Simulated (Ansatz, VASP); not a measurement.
Two plane-wave programs on CaMg

Contents of INCAR:

```
SYSTEM = CaMg
  PREC = Accurate
  ENCUT = 520
  EDIFF = 1E-6
  ISMEAR = 0
  SIGMA = 0.15
  LREAL = .FALSE.
  LASPH = .TRUE.
  NELM = 60
  ALGO = Fast
  ISIF = 2
  LWAVE = .FALSE.
  LCHARG = .TRUE.
  LELF = .TRUE.
  LVHAR = .TRUE.
  NBANDS = 13
```

KPOINTS

```
Automatic mesh
0
G
  12 12 12
  0 0 0
```

POSCAR

```
CaMg
1.0
    3.9547284438      0.0000000000      0.0000000000
    0.0000000000      3.9547284438      0.0000000000
    0.0000000000      0.0000000000      3.9547284438
Ca Mg
1 1
Direct
    0.0213764553      0.0000000000      0.0000000000
    0.4647510564      0.5000000000      0.5000000000
```

Input for Ansatz:

```yaml
crystal:
  lattice:
    - [3.9547284438, 0.0, 0.0]
    - [0.0, 3.9547284438, 0.0]
    - [0.0, 0.0, 3.9547284438]
  atoms:
    - { symbol: Ca, position: [0.0213764553, 0.0, 0.0] }
    - { symbol: Mg, position: [0.4647510564, 0.5, 0.5] }
basis:
  ecutwfc: 520.0
kpoints:
  mp_grid: { grid: [12, 12, 12] }
hamiltonian:
  xc: lda
scf:
  occupations: { method: gaussian, width: 0.15 }
output:
  forces: true
  stress: true
  eigenvalues: true
```

Change from the starting cell: mode 4 frozen in at -0.136 Å, equal normal strain along x, y and z +0.0250.

Alike in both runs: task single point; functional LDA; k mesh 12 × 12 × 12; occupations gaussian, width 0.15 eV; no spin polarisation.

```csv
,VASP,Ansatz
version,VASP 6.6.1,Ansatz 0.2.0
potentials or method,"VASP PAW LDA potentials, release 64 (Ca_sv, Mg), cutoff 520 eV","scalar-relativistic, plane waves, PAW"
valence electrons in the cell,12,20
```

|  | VASP | Ansatz | Ansatz less VASP |
| --- | --- | --- | --- |
| gap on the k mesh at the Fermi level (eV) | none | none | - |
| pressure (GPa) | -1.7 | -1.5 | +0.15 |
| traceless stress, the component that is largest in VASP (GPa) | -0.26 | -0.25 | +0.008 |
| rms of the force components (eV/Å) | 0.264 | 0.258 | -0.0061 |

LDA's correlation is that of Perdew and Zunger in VASP and of Perdew and Wang (1992) in Ansatz. Atom by atom the forces differ by 0.006 eV/Å (rms over components). A gap of «none» marks a metal or a gap that the smearing closes. VASP's potentials hold 12 valence electrons a cell and Ansatz's 20, so a difference there can come from the potentials and not from the codes.
